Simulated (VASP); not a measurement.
# GdY2O2 (P-3m1) in VASP: single point with PBE

Aim: the single point of GdY2O2 with PBE.

All numbers are computed with VASP 6.6.1; they aren't measurements. Logs are shortened: lines on timing, memory, paths and dates and some standing lists are left out, and cuts for length are marked.

**1. The cell of the first run**

The structure is trigonal, space group P-3m1 (No. 164). The conventional cell has a = 3.487 Å, b = 3.487 Å, c = 8.673 Å, α = 90.00°, β = 90.00°, γ = 120.00°. Within 3.3 Å of Y (site symmetry 3m) lie 3 O at 2.50 Å. Gd (site symmetry -3m) has 6 O at 2.42 Å within 3.2 Å. O (site symmetry 3m) has 3 Gd at 2.42 Å and 3 Y at 2.50 Å within 3.2 Å.

The cell was generated, and may not be a known phase.

**2. Single point, PBE, collinear spin, ferromagnetic start**

Contents of INCAR:

```
  PREC = Accurate
  ENCUT = 520
  EDIFF = 1E-7
  ISMEAR = 0
  SIGMA = 0.1
  LREAL = False
  LASPH = True
  NELM = 150
  ALGO = Normal
  ISIF = 2
  LWAVE = False
  LCHARG = False
  ISPIN = 2
  MAGMOM = 0 0 7.4 0 0
  LORBIT = 11
  LMAXMIX = 6
  GGA = PE
  NBANDS = 38
```

Contents of KPOINTS:

```
Automatic mesh
0
Gamma
  12 12 6
```

Contents of POSCAR:

```
GdY2O2
1.0
    3.4867110400      0.0000000000      0.0000000000
   -1.7433555200      3.0195803363      0.0000000000
    0.0000000000      0.0000000000      8.6730767247
Y Gd O
2 1 2
Direct
    0.3333333333      0.6666666667      0.6743898426
    0.6666666667      0.3333333333      0.3256101574
    0.0000000000      0.0000000000      0.0000000000
    0.3333333333      0.6666666667      0.1548148352
    0.6666666667      0.3333333333      0.8451851648
```

Potentials or basis: VASP PAW PBE potentials, release 64 (Y_sv, Gd, O).

Launch:

```
$ cat potpaw_PBE.64/Y_sv/POTCAR potpaw_PBE.64/Gd/POTCAR potpaw_PBE.64/O/POTCAR > POTCAR
$ mpirun -np 1 vasp_std > vasp.out
```

OUTCAR:

```text
PREC = Accurate
   ENCUT = 520
   EDIFF = 1E-7
   ISMEAR = 0
   LREAL = False
   LASPH = True
   NELM = 150
   ISIF = 2
   ISPIN = 2
   LORBIT = 11
   GGA = PE

 ion  position               nearest neighbor table
   1  0.333  0.667  0.674-   5 2.50   5 2.50   5 2.50   3 3.47   3 3.47   3 3.47   2 3.63   2 3.63
                             2 3.63
   2  0.667  0.333  0.326-   4 2.50   4 2.50   4 2.50   3 3.47   3 3.47   3 3.47   1 3.63   1 3.63
                             1 3.63
   3  0.000  0.000  0.000-   4 2.42   5 2.42   5 2.42   4 2.42   5 2.42   4 2.42   1 3.47   2 3.47
                             1 3.47   2 3.47   2 3.47   1 3.47
   4  0.333  0.667  0.155-   3 2.42   3 2.42   3 2.42   2 2.50   2 2.50   2 2.50
   5  0.667  0.333  0.845-   3 2.42   3 2.42   3 2.42   1 2.50   1 2.50   1 2.50

  LATTYP: Found a hexagonal cell.
 ALAT       =     3.4867110400
 C/A-ratio  =     2.4874664477

  Lattice vectors:

 A1 = (   3.4867110400,   0.0000000000,   0.0000000000)
 A2 = (  -1.7433555200,   3.0195803363,   0.0000000000)
 A3 = (   0.0000000000,   0.0000000000,   8.6730767247)

Analysis of symmetry for initial positions (statically):
=====================================================================
 Subroutine PRICEL returns:
 Original cell was already a primitive cell.

 Routine SETGRP: Setting up the symmetry group for a
 hexagonal supercell.

 Subroutine GETGRP returns: Found 12 space group operations
 (whereof 12 operations were pure point group operations)
 out of a pool of 24 trial point group operations.

The static configuration has the point symmetry D_3d.

Analysis of symmetry for dynamics (positions and initial velocities):
=====================================================================
 Subroutine PRICEL returns:
 Original cell was already a primitive cell.

 Routine SETGRP: Setting up the symmetry group for a
 hexagonal supercell.

 Subroutine GETGRP returns: Found 12 space group operations
 (whereof 12 operations were pure point group operations)
 out of a pool of 24 trial point group operations.

The dynamic configuration has the point symmetry D_3d.

Analysis of structural, dynamic, and magnetic symmetry:
=====================================================================
 Subroutine PRICEL returns:
 Original cell was already a primitive cell.

 Routine SETGRP: Setting up the symmetry group for a
 hexagonal supercell.

 Subroutine GETGRP returns: Found 12 space group operations
 (whereof 12 operations were pure point group operations)
 out of a pool of 24 trial point group operations.

The overall configuration has the point symmetry D_3d.

[... 142 lines left out ...]

 number of electron      52.0000006 magnetization       6.3968836

 Free energy of the ion-electron system (eV)
  ---------------------------------------------------
  ext. energy  EPLUGINS =         0.00000000
  ---------------------------------------------------
  free energy    TOTEN  =       -45.58778242 eV

  energy without entropy =      -45.57291673  energy(sigma->0) =      -45.58034958

 E-fermi :   5.0037     XC(G=0): -10.7906

 val. band max:        5.0012136711   @ k =   0.3333   0.0833   0.5000
 cond. band min:       5.0037610372   @ k =   0.1667   0.1667   0.5000
 fundamental gap:      0.0025473661
 Fermi energy:         5.0037235359

 spin component 1

 k-point     1 :       0.0000    0.0000    0.0000
  band No.  band energies     occupation
      1     -40.1775      1.00000
      2     -37.7206      1.00000
      3     -37.6952      1.00000
      4     -18.6906      1.00000
      5     -18.1205      1.00000
      6     -17.4306      1.00000
[... 973 lines left out ...]
     37       7.8198      0.00000
     38       8.2704      0.00000

 [... further k-points ...]

 spin component 2

 k-point     1 :       0.0000    0.0000    0.0000
  band No.  band energies     occupation
      1     -37.7903      1.00000
      2     -37.7603      1.00000
      3     -37.1369      1.00000
      4     -18.1835      1.00000
      5     -18.1821      1.00000
      6     -17.5150      1.00000
[... 973 lines left out ...]
     37       7.9640      0.00000
     38       8.5688      0.00000

 [... further k-points ...]

------------------------ aborting loop because EDIFF is reached ----------------------------------------

  FORCE on cell =-STRESS in cart. coord.  units (eV):
  Direction    XX          YY          ZZ          XY          YZ          ZX
  --------------------------------------------------------------------------------------
  -------------------------------------------------------------------------------------
  Total       -0.0049796     -0.0049796     -0.0196350      0.0000000      0.0000000     -0.0000000
  in kB       -0.0873707     -0.0873707     -0.3445135      0.0000000      0.0000000     -0.0000000
  external PRESSURE =      -0.1730849 kB  Pullay stress =       0.0000000 kB

 VOLUME and BASIS-vectors are now :
 -----------------------------------------------------------------------------
  energy-cutoff  :      520.00
  volume of cell :       91.31
      direct lattice vectors                 reciprocal lattice vectors
     3.486711040  0.000000000  0.000000000     0.286803233  0.165585924  0.000000000
    -1.743355520  3.019580336  0.000000000     0.000000000  0.331171848  0.000000000
     0.000000000  0.000000000  8.673076725     0.000000000  0.000000000  0.115299337

 POSITION                                       TOTAL-FORCE (eV/Angst)
 -----------------------------------------------------------------------------------
     -0.00000      2.01305      5.84903         0.000000      0.000000     -0.015854
      1.74336      1.00653      2.82404         0.000000      0.000000      0.015854
      0.00000      0.00000      0.00000         0.000000      0.000000      0.000000
     -0.00000      2.01305      1.34272        -0.000000     -0.000000      0.000927
      1.74336      1.00653      7.33036         0.000000      0.000000     -0.000927
 -----------------------------------------------------------------------------------
    total drift:                                0.000000     -0.000000     -0.000000

  FREE ENERGIE OF THE ION-ELECTRON SYSTEM (eV)
  ---------------------------------------------------
  free  energy   TOTEN  =       -45.5877824235 eV

  energy  without entropy=      -45.5729167291  energy(sigma->0) =      -45.58034958

 total charge

# of ion       s       p       d       f       tot
--------------------------------------------------
    1        2.217   6.304   1.015   0.036   9.571
    2        2.217   6.304   1.015   0.036   9.571
    3        2.020   5.632   0.562   7.111  15.325
    4        1.558   3.420   0.000   0.000   4.979
    5        1.558   3.420   0.000   0.000   4.979
--------------------------------------------------
tot          9.570  25.080   2.592   7.183  44.424

 magnetization (x)

# of ion       s       p       d       f       tot
--------------------------------------------------
    1       -0.006  -0.022  -0.124  -0.001  -0.154
    2       -0.006  -0.022  -0.124  -0.001  -0.154
    3       -0.007  -0.079   0.064   6.694   6.672
    4       -0.001  -0.014   0.000   0.000  -0.015
    5       -0.001  -0.014   0.000   0.000  -0.015
--------------------------------------------------
tot         -0.022  -0.151  -0.184   6.692   6.334
```

OSZICAR:

```text
N       E                     dE             d eps       ncg     rms          rms(c)
DAV:   1     0.395444179056E+03    0.39544E+03   -0.22234E+04 23288   0.559E+03
DAV:   2     0.895794653843E+01   -0.38649E+03   -0.35291E+03 24828   0.824E+02
DAV:   3    -0.430128050804E+02   -0.51971E+02   -0.50530E+02 26016   0.166E+02
[... 12 lines left out ...]
DAV:  89    -0.455877782344E+02   -0.54586E-05   -0.16545E-05 25850   0.189E-02    0.254E-01
DAV:  90    -0.455877800463E+02   -0.18119E-05   -0.59513E-06 27328   0.460E-02    0.152E-01
DAV:  91    -0.455877811020E+02   -0.10557E-05   -0.26444E-06 28196   0.173E-02    0.823E-02
DAV:  92    -0.455877821058E+02   -0.10038E-05   -0.16680E-06 20716   0.168E-02    0.455E-02
DAV:  93    -0.455877823549E+02   -0.24907E-06   -0.65957E-07 21474   0.154E-02    0.296E-02
DAV:  94    -0.455877824235E+02   -0.68596E-07   -0.49958E-07 19490   0.722E-03
   1 F= -.45587782E+02 E0= -.45580350E+02  d E =-.148657E-01  mag=     6.3972
```

stdout:

```text
POSCAR found type information on POSCAR Y GdO
 POSCAR found :  3 types and       5 ions
 scaLAPACK will be used
 LDA part: xc-table for (Slater+PW92), standard interpolation
 POSCAR, INCAR and KPOINTS ok, starting setup
 FFT: planning ... GRIDC
 FFT: planning ... GRID_SOFT
 FFT: planning ... GRID
 WAVECAR not read
 entering main loop
```

Wall time 2.1 h (1 thread of Oxide Virtual Turin-like, shared host); peak memory 0.69 GiB.

What came out:

```yaml
Free_energy: -45.5878 eV
Pressure: 0.0 GPa
Largest_force: 0.016 eV/Å
Net_moment: 6.40 μB per cell
Site_moments: Y -0.15; Gd +6.67; O -0.01 μB
Valence_electrons_inside_the_program's_atomic_spheres: Y 9.57; Gd 15.32; O 4.98
```

Forces on the atoms (eV/Å):
```
Y    0.000  0.000 -0.016
Y    0.000  0.000  0.016
Gd   0.000  0.000  0.000
O    0.000  0.000  0.001
O    0.000  0.000 -0.001
```

Levels at points of the mesh, in eV from the Fermi level:
Spin up:
| k point | band 27 | band 28 | band 29 | band 30 | band 31 | band 32 |
| --- | --- | --- | --- | --- | --- | --- |
| (0.00, 0.00, 0.00) | -3.74 | -2.83 | -0.23 | 1.16 | 1.26 | 1.26 |
| (0.50, 0.00, 0.00) | -3.92 | -1.64 | -0.54 | -0.30 | 1.22 | 1.49 |
| (0.00, 0.00, 0.50) | -3.73 | -2.18 | -0.84 | 0.92 | 1.17 | 1.38 |
| (0.50, 0.00, 0.50) | -3.92 | -1.49 | -0.53 | -0.22 | 0.27 | 2.05 |
Spin down:
| k point | band 19 | band 20 | band 21 | band 22 | band 23 | band 24 | band 25 | band 26 | band 27 | band 28 |
| --- | --- | --- | --- | --- | --- | --- | --- | --- | --- | --- |
| (0.00, 0.00, 0.00) | -5.02 | -5.02 | -2.95 | -0.69 | 0.54 | 0.78 | 0.78 | 1.01 | 1.05 | 1.05 |
| (0.50, 0.00, 0.00) | -5.10 | -4.99 | -1.59 | -0.71 | -0.66 | 0.47 | 0.69 | 0.77 | 0.84 | 0.85 |
| (0.00, 0.00, 0.50) | -5.01 | -5.01 | -2.41 | -1.00 | 0.14 | 0.76 | 0.76 | 0.96 | 1.01 | 1.06 |
| (0.50, 0.00, 0.50) | -5.13 | -4.97 | -1.43 | -0.71 | -0.62 | 0.23 | 0.67 | 0.70 | 0.78 | 0.85 |

Caveat: spin-orbit coupling is left out, which moves the levels of the heavy elements; a cell with one magnetic atom can't hold antiferromagnetic order, which such compounds often take; semilocal functionals describe open f shells poorly, which spoils levels, moments and volumes.
